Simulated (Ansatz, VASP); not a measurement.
# One calculation of NaCl, two programs

```
Na Cl
1.0
     0.00000    2.84758    2.84758
     2.84758    0.00000    2.84758
     2.84758    2.84758    0.00000
Na Cl
1 1
Cartesian
  0.0000 0.0000 0.0000
  2.8476 2.8476 2.8476
```

Alike in both runs: task single point; functional PBE; k mesh 6 × 6 × 6; no spin polarisation.

|  | VASP | Ansatz |
| --- | --- | --- |
| version | VASP 6.6.1 | Ansatz 0.2.0 |
| potentials or method | VASP PAW PBE potentials, release 64 (Na_pv, Cl) | plane waves, PAW |
| plane-wave cutoff (eV) | 520 | 420 |
| occupations | gaussian, width 0.01 eV | fixed |
| valence electrons in the cell | 14 | 16 |

```tsv
	VASP	Ansatz	Ansatz less VASP
gap on the k mesh at the Fermi level (eV)	5.00	5.00	0.000
pressure (GPa)	0.0	0.0	+0.03
```

VASP's potentials hold 14 valence electrons a cell and Ansatz's 16, so a difference there can come from the potentials and not from the codes.
